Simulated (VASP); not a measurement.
# PbSe in VASP: further runs

The runs below take PbSe through single point, with LDA, PBEsol.

Program: VASP 6.6.1. These are calculated values, not measurements. Logs are shortened: lines on timing, memory, paths and dates and some standing lists are left out, and cuts for length are marked.

## 1. The cell of the first run

The cell holds a slab with vacuum, 4 atoms: a = 4.325 Å, b = 4.325 Å, c = 12.146 Å, α = 100.23°, β = 100.23°, γ = 90.13°.

## 2. Single point, LDA (volume scaled by 0.94)

File INCAR:

```
SYSTEM = PbSe
PREC = Accurate
ENCUT = 520
EDIFF = 1E-6
ISMEAR = -1
SIGMA = 0.05
LREAL = .False.
LASPH = .True.
NELM = 60
ALGO = Normal
ISIF = 2
LWAVE = .False.
LCHARG = .False.
NBANDS = 28
```

File KPOINTS:

```
Automatic mesh
0
Gamma
  6 6 3
  0 0 0
```

File POSCAR:

```
PbSe
1.0
    4.3247648758      0.0000000000      0.0000000000
   -0.0101005360      4.3247530808      0.0000000000
   -2.1573321698     -2.1623765405     11.7558159939
Pb Se
2 2
Direct
    0.8068400000      0.8073040000      0.6184430000
    0.1854540000      0.1998100000      0.3823760000
    0.2873320000      0.3231460000      0.6231940000
    0.6842660000      0.6998950000      0.3779650000
```

Potentials or basis: VASP PAW LDA potentials, release 64 (Pb_d, Se).

On the command line:

```bash
> cat potpaw_LDA.64/Pb_d/POTCAR potpaw_LDA.64/Se/POTCAR > POTCAR
> mpirun -np 1 vasp_std > vasp.out
```

OUTCAR:

```text
SYSTEM = PbSe
   PREC = Accurate
   ENCUT = 520
   EDIFF = 1E-6
   ISMEAR = -1
   LREAL = .False.
   LASPH = .True.
   NELM = 60
   ISIF = 2

 ion  position               nearest neighbor table
   1  0.807  0.807  0.618-   4 2.83   3 2.95   3 3.03   3 3.08   3 3.17   2 4.10   2 4.11
   2  0.185  0.200  0.382-   3 2.83   4 3.04   4 3.06   4 3.07   4 3.07   1 4.10   1 4.11
   3  0.287  0.323  0.623-   2 2.83   1 2.95   1 3.03   1 3.08   1 3.17
   4  0.684  0.700  0.378-   1 2.83   2 3.04   2 3.06   2 3.07   2 3.07

  LATTYP: Found a face centered orthorhombic cell.
 ALAT       =     6.1089948089
 B/A-ratio  =     1.0023382447
 C/A-ratio  =     3.8486907787

  Lattice vectors:

 A1 = (  -2.1674327058,   2.1623765403,  11.7558159939)
 A2 = (   2.1573321700,   2.1623765403,  11.7558159939)
 A3 = (  -0.0101005360,   4.3247530808,   0.0000000000)

Analysis of symmetry for initial positions (statically):
=====================================================================
 Subroutine PRICEL returns:
 Original cell was already a primitive cell.

 Routine SETGRP: Setting up the symmetry group for a
 face centered orthorhombic supercell.

 Subroutine GETGRP returns: Found  1 space group operations
 (whereof  1 operations were pure point group operations)
 out of a pool of  8 trial point group operations.

The static configuration has the point symmetry C_1 .

Analysis of symmetry for dynamics (positions and initial velocities):
=====================================================================
 Subroutine PRICEL returns:
 Original cell was already a primitive cell.

 Routine SETGRP: Setting up the symmetry group for a
 face centered orthorhombic supercell.

 Subroutine GETGRP returns: Found  1 space group operations
 (whereof  1 operations were pure point group operations)
 out of a pool of  8 trial point group operations.

The dynamic configuration has the point symmetry C_1 .

 Subroutine INISYM returns: Found  1 space group operations
 (whereof  1 operations are pure point group operations),
 and found     1 'primitive' translations

----------------------------------------------------------------------------------------

                                     Primitive cell

  volume of cell :     219.8754

  direct lattice vectors                    reciprocal lattice vectors
     4.324764876  0.000000000  0.000000000     0.231226443  0.000540033  0.042532139
    -0.010100536  4.324753081  0.000000000     0.000000000  0.231227074  0.042532139
[... 111 lines left out ...]
   EDIFF  = 0.1E-05   stopping-criterion for ELM
   LREAL  =      F    real-space projection
   EDIFFG = 0.1E-04   stopping-criterion for IOM
   NSW    =      0    number of steps for IOM
   IBRION =     -1    ionic relax: 0-MD 1-quasi-New 2-CG
   NFREE  =      0    steps in history (QN), initial steepest desc. (CG)
   ISIF   =      2    stress and relaxation
   ISYM   =      2    0-nonsym 1-usesym 2-fastsym
   POTIM  = 0.5000    time-step for ionic-motion
   TEBEG  =    0.0;   TEEND  =   0.0 temperature during run
   PSTRESS=    0.0 pullay stress
   NELECT =      40.0000    total number of electrons
   NUPDOWN=      -1.0000    fix difference up-down
   EMIN   =  10.00;   EMAX   =-10.00  energy-range for DOS
   EFERMI =   0.00;   METHOD = LEGACY
   ISMEAR =    -1;   SIGMA  =   0.05  broadening in eV -4-tet -1-fermi 0-gaus
   EFERMI_NEDOS =   21; number of points for ismear=-14 and -15
   IALGO  =     38    algorithm
   IMIX   =      4    mixing-type and parameters
     AMIX     =   0.40;   BMIX     =  1.00
     AMIX_MAG =   1.60;   BMIX_MAG =  1.00
  volume/ion in A,a.u.               =      54.97       370.95
  Fermi-wavevector in a.u.,A,eV,Ry     =   0.927618  1.752944 11.707482  0.860476
  Thomas-Fermi vector in A             =   2.053707
   LORBIT       =      0    0 simple, 1 ext, 2 COOP (PROOUT), +10 PAW based schemes
   GGA     = CA    functional components
   LHFCALC =     F    Hartree Fock is set to
   AEXX    =    0.0000 exact exchange contribution
   IVDW    =     0    specifies the selected vdW correction
   LEPSILON=     F    determine dielectric tensor
   LRPA    =     F    only Hartree local field effects (RPA)
 non-spin polarized calculation
  energy-cutoff  :      520.00
  volume of cell :      219.88
 maximum number of plane-waves:      5968
   NGX = 17   NGY = 17   NGZ = 45

 number of electron      40.0000001 magnetization

 Free energy of the ion-electron system (eV)
  ---------------------------------------------------
  ext. energy  EPLUGINS =         0.00000000
  ---------------------------------------------------
  free energy    TOTEN  =       -18.27992541 eV

  energy without entropy =      -18.27992529  energy(sigma->0) =      -18.27992535

 E-fermi :   0.7233     XC(G=0):  -5.9691

 val. band max:       -0.0212327244   @ k =   0.0000   0.5000   0.0000
 cond. band min:       1.4449153023   @ k =   0.0000   0.5000   0.0000
 fundamental gap:      1.4661480267
 Fermi energy:         0.7232854297

 k-point     1 :       0.0000    0.0000    0.0000
  band No.  band energies     occupation
      1     -16.4434      2.00000
      2     -16.3242      2.00000
      3     -16.3200      2.00000
      4     -16.3070      2.00000
      5     -16.3053      2.00000
      6     -16.3023      2.00000
[... 733 lines left out ...]
     27       5.8817      0.00000
     28       6.5085      0.00000

 [... further k-points ...]

------------------------ aborting loop because EDIFF is reached ----------------------------------------

  FORCE on cell =-STRESS in cart. coord.  units (eV):
  Direction    XX          YY          ZZ          XY          YZ          ZX
  --------------------------------------------------------------------------------------
  -------------------------------------------------------------------------------------
  Total       -1.2068305     -1.2094299     -1.4109302      0.0201781      0.0310612      0.2009819
  in kB       -8.7938742     -8.8128155    -10.2810981      0.1470325      0.2263352      1.4645049
  external PRESSURE =      -9.2959293 kB  Pullay stress =       0.0000000 kB

 VOLUME and BASIS-vectors are now :
 -----------------------------------------------------------------------------
  energy-cutoff  :      520.00
  volume of cell :      219.88
      direct lattice vectors                 reciprocal lattice vectors
     4.324764876  0.000000000  0.000000000     0.231226443  0.000540033  0.042532139
    -0.010100536  4.324753081  0.000000000     0.000000000  0.231227074  0.042532139
    -2.157332170 -2.162376540 11.755815994     0.000000000  0.000000000  0.085064278

 POSITION                                       TOTAL-FORCE (eV/Angst)
 -----------------------------------------------------------------------------------
      2.14705      2.15408      7.27030        -0.052470      0.042747     -0.238806
     -0.02489      0.03729      4.49514         0.014782     -0.014515      0.263484
     -0.10506      0.04995      7.32615         0.121169     -0.030951     -0.249563
      2.13682      2.20957      4.44329        -0.083482      0.002719      0.224885
 -----------------------------------------------------------------------------------
    total drift:                                0.000534      0.000235      0.000204

  FREE ENERGIE OF THE ION-ELECTRON SYSTEM (eV)
  ---------------------------------------------------
  free  energy   TOTEN  =       -18.2799254097 eV

  energy  without entropy=      -18.2799252950  energy(sigma->0) =      -18.27992535
```

OSZICAR:

```text
N       E                     dE             d eps       ncg     rms          rms(c)
DAV:   1     0.393740763042E+03    0.39374E+03   -0.17370E+04  3176   0.127E+03
DAV:   2     0.278253356102E+02   -0.36592E+03   -0.35638E+03  3360   0.341E+02
DAV:   3    -0.168939121967E+02   -0.44719E+02   -0.44043E+02  4100   0.144E+02
DAV:   4    -0.189454957711E+02   -0.20516E+01   -0.20444E+01  3648   0.378E+01
DAV:   5    -0.190236601077E+02   -0.78164E-01   -0.78151E-01  4212   0.735E+00    0.418E+00
DAV:   6    -0.183383354045E+02    0.68532E+00   -0.15277E+00  4372   0.723E+00    0.230E+00
DAV:   7    -0.182987240748E+02    0.39611E-01   -0.32910E-01  3580   0.228E+00    0.123E+00
DAV:   8    -0.182808443706E+02    0.17880E-01   -0.50145E-02  4204   0.166E+00    0.262E-01
DAV:   9    -0.182780987882E+02    0.27456E-02   -0.98321E-03  4308   0.748E-01    0.107E-01
DAV:  10    -0.182766587877E+02    0.14400E-02   -0.28045E-03  3412   0.216E-01    0.500E-02
DAV:  11    -0.182776400070E+02   -0.98122E-03   -0.15577E-03  3256   0.132E-01    0.465E-02
DAV:  12    -0.182793543106E+02   -0.17143E-02   -0.36605E-04  3644   0.759E-02    0.316E-02
DAV:  13    -0.182796868987E+02   -0.33259E-03   -0.84734E-05  3908   0.528E-02    0.102E-02
DAV:  14    -0.182798995601E+02   -0.21266E-03   -0.33466E-05  2964   0.263E-02    0.492E-03
DAV:  15    -0.182799182629E+02   -0.18703E-04   -0.30360E-06  3380   0.951E-03    0.228E-03
DAV:  16    -0.182799248999E+02   -0.66370E-05   -0.12041E-06  2684   0.591E-03    0.861E-04
DAV:  17    -0.182799254097E+02   -0.50975E-06   -0.13016E-07  2944   0.344E-03
   1 F= -.18279925E+02 E0= -.18279925E+02  d E =-.114666E-06
```

stdout:

```text
POSCAR found type information on POSCAR PbSe
 POSCAR found :  2 types and       4 ions
 scaLAPACK will be used
 LDA part: xc-table for (Slater(with rela. corr.)+CA(PZ))
 , standard interpolation
 -----------------------------------------------------------------------------
|                                                                             |
|           W    W    AA    RRRRR   N    N  II  N    N   GGGG   !!!           |
|           W    W   A  A   R    R  NN   N  II  NN   N  G    G  !!!           |
|           W    W  A    A  R    R  N N  N  II  N N  N  G       !!!           |
|           W WW W  AAAAAA  RRRRR   N  N N  II  N  N N  G  GGG   !            |
|           WW  WW  A    A  R   R   N   NN  II  N   NN  G    G                |
|           W    W  A    A  R    R  N    N  II  N    N   GGGG   !!!           |
|                                                                             |
|     Your reciprocal lattice and k-lattice belong to different lattice       |
|     classes:                                                                |
|                                                                             |
|        The reciprocal lattice is body-centered orthorhombic,                |
|        whereas your k-lattice is base-centered monoclinic.                  |
|                                                                             |
|     Results are often still useful ...                                      |
|                                                                             |
 -----------------------------------------------------------------------------

 POSCAR, INCAR and KPOINTS ok, starting setup
 FFT: planning ... GRIDC
 FFT: planning ... GRID_SOFT
 FFT: planning ... GRID
 WAVECAR not read
 entering main loop
```

It took 4 min on 1 thread of Intel Xeon Platinum 8259CL at 2.50GHz (Skylake/Cascade Lake), shared host; peak memory 0.44 GiB.

What came out:

```
Free energy            : -18.2799 eV
Largest force          : 0.279 eV/Å
Band gap on the k mesh : 1.47 eV, direct
```

Forces in eV/Å, atoms in the order of the input:
```
Pb  -0.052  0.043 -0.239
Pb   0.015 -0.015  0.263
Se   0.121 -0.031 -0.250
Se  -0.083  0.003  0.225
```

Levels at points of the mesh, in eV from the valence-band top:
```csv
k point,band 18,band 19,band 20,band 21,band 22,band 23
"(0.00, 0.00, 0.00)",-1.50,-1.48,-0.50,1.99,4.00,4.39
"(0.50, 0.00, 0.00)",-0.88,-0.05,-0.01,1.49,1.52,2.36
"(0.00, 0.50, 0.00)",-0.92,-0.05,0.00,1.47,1.52,2.43
"(0.50, 0.50, 0.00)",-2.98,-1.45,-1.44,3.55,3.59,5.02
```

Caveat: spin-orbit coupling is left out, which moves the levels of the heavy elements.

(Continued in part 2 of 2.)
